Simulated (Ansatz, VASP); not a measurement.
## AlRu in VASP and in Ansatz

File POSCAR:

```
AlRu
1.0
    2.9305298028      0.0000000000      0.0000000000
    0.0000000000      2.9305298028      0.0000000000
    0.0000000000      0.0000000000      2.9305298028
Ru Al
1 1
Direct
    0.5000000000      0.5000000000      0.5000000000
    0.0000000000      0.0000000000      0.0000000000
```

File INCAR.step1:

```
SYSTEM = AlRu
  PREC = Accurate
  ENCUT = 520
  EDIFF = 1E-5
  ISMEAR = -1
  SIGMA = 0.05
  LREAL = .FALSE.
  LASPH = .TRUE.
  NELM = 100
  ALGO = Normal
  ISIF = 2
  LWAVE = .TRUE.
  LCHARG = .FALSE.
  GGA = PE
  NBANDS = 16
```

File INCAR.step2:

```
SYSTEM = AlRu
  PREC = Accurate
  ENCUT = 520
  EDIFF = 1E-6
  ISMEAR = -1
  SIGMA = 0.05
  LREAL = .FALSE.
  LASPH = .TRUE.
  NELM = 100
  ALGO = Normal
  ISIF = 2
  LWAVE = .FALSE.
  LCHARG = .FALSE.
  GGA = PE
  LHFCALC = .TRUE.
  AEXX = 0.25
  PRECFOCK = Normal
  ISTART = 1
  NBANDS = 16
```

Contents of KPOINTS:

```
regular mesh
0
G
  4 4 4
  0 0 0
```

File input.yaml:

```yaml
crystal:
  lattice:
    - [2.9305298028, 0.0, 0.0]
    - [0.0, 2.9305298028, 0.0]
    - [0.0, 0.0, 2.9305298028]
  atoms:
    - { symbol: Ru, position: [0.5, 0.5, 0.5] }
    - { symbol: Al, position: [0.0, 0.0, 0.0] }
hamiltonian:
  xc: pbe0
  pseudopotentials: { kind: paw }
kpoints:
  mp_grid: { grid: [4, 4, 4] }
scf:
  occupations: { method: fermi_dirac, width: 0.05 }
output:
  forces: true
  stress: true
  eigenvalues: true
```

Alike in both runs: task single point; functional PBE0; k mesh 4 × 4 × 4; occupations fermi-dirac, width 0.05 eV; no spin polarisation.

|  | VASP | Ansatz |
| --- | --- | --- |
| version | VASP 6.6.1 | Ansatz 0.2.0 |
| potentials or method | VASP PAW PBE potentials, release 64 (Ru_pv, Al) | Ansatz PAW |
| plane-wave cutoff (eV) | 520 | 420 |
| valence electrons in the cell | 17 | 19 |

```tsv
	VASP	Ansatz	Ansatz less VASP
gap on the k mesh at the Fermi level (eV)	none	none	-
pressure (GPa)	7.1	7.2	+0.01
```

A gap of «none» marks a metal or a gap that the smearing closes. The functional is the same, so the differences come from potentials, cutoffs and numerics. VASP's potentials hold 17 valence electrons a cell and Ansatz's 19, so a difference there can come from the potentials and not from the codes.

The k mesh is coarse, so the values compare programs but aren't converged.
